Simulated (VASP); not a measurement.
Here is a VASP 6.6.1 calculation.

File POSCAR:

```
AlN
1.0
    0.0000000000      2.0226095020      2.0226095020
    2.0226095020      0.0000000000      2.0226095020
    2.0226095020      2.0226095020      0.0000000000
Al N
1 1
Direct
    0.0000000000      0.0000000000      0.0000000000
    0.5000000000      0.5000000000      0.5000000000
```

INCAR.step1

```
SYSTEM = AlN
PREC = Accurate ; ENCUT = 600
ISMEAR = -1 ; SIGMA = 0.03
LREAL = .FALSE. ; LASPH = .TRUE.
NELM = 60 ; GGA = PE
ALGO = Normal ; EDIFF = 1E-4
LWAVE = .TRUE. ; LCHARG = .FALSE.
```

The input INCAR.step2:

```
SYSTEM = AlN
PREC = Accurate ; ENCUT = 600
EDIFF = 1E-6 ; ISMEAR = -1
SIGMA = 0.03 ; LREAL = .FALSE.
LASPH = .TRUE. ; NELM = 60
ALGO = Normal ; ISIF = 3
LWAVE = .FALSE. ; LCHARG = .FALSE.
METAGGA = R2SCAN ; LMIXTAU = .TRUE.
LUSE_VDW = .TRUE. ; IVDW_NL = 2
BPARAM = 11.95 ; CPARAM = 0.0093
IBRION = 2 ; NSW = 100
EDIFFG = -0.01 ; ISTART = 1
```

KPOINTS

```
regular mesh
0
G
  10 10 10
  0 0 0
```

Potentials or basis: VASP PAW PBE potentials, release 64 (Al, N).

Run with:

```sh
$ cat potpaw_PBE.64/Al/POTCAR potpaw_PBE.64/N/POTCAR > POTCAR
$ cp INCAR.step1 INCAR
$ mpirun -np 1 vasp_std > vasp.out
$ cp INCAR.step2 INCAR
$ mpirun -np 1 vasp_std > vasp.out
```

**Question.** Estimate the band gap on the k mesh.

**Answer.** 5.57 eV, indirect (least direct gap 6.65 eV).

**Question.** Predict the relaxed volume.

**Answer.** 8.18 Å³/atom.

**Question.** Estimate the relaxed cell.

**Answer.** a = 2.849 Å, b = 2.849 Å, c = 2.849 Å, α = 60.00°, β = 60.00°, γ = 60.00°.

The path:
```
step  energy change (eV)  largest force (eV/Å)  pressure (GPa)  volume (Å³)
   1              0.0000                0.0000           -3.04        16.55
   2              0.0001                0.0000            3.37        16.18
   3             -0.0018                0.0000            0.11        16.36
```

Caveat: the PAW data sets were made with another functional, which shifts forces and pressure a little. A k mesh can miss the band edges.
